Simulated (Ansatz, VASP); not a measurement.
One calculation of AlCo, two programs

```xyz
2
Lattice="0.0000 1.9617 1.9617 1.9617 0.0000 1.9617 1.9617 1.9617 0.0000" Properties=species:S:1:pos:R:3 pbc="T T T"
Co    0.0000    0.0000    0.0000
Al    1.9617    1.9617    1.9617
```

Change from the starting cell: volume scaled by 0.55, PAW files.

Alike in both runs: task single point; functional PBE; k mesh 15 × 15 × 15; occupations fermi-dirac, width 0.05 eV; no spin polarisation.

|  | VASP | Ansatz |
| --- | --- | --- |
| version | VASP 6.6.1 | Ansatz 0.2.0 |
| potentials or method | VASP PAW PBE potentials, release 64 (Co, Al) | PAW with Ansatz's default frozen-core files, scalar-relativistic |
| plane-wave cutoff (eV) | 520 | 420 |
| valence electrons in the cell | 12 | 20 |

Ansatz gave:

```
pressure (GPa) : 241.5
```

Q: Estimate VASP's values.

A: Pressure (GPa): 245.5.

Both programs put the cell under a high pressure, so it lies far from rest at this level. VASP's potentials hold 12 valence electrons a cell and Ansatz's 20, so a difference there can come from the potentials and not from the codes.

Noted on VASP's run: the cell as given lies far from equilibrium.
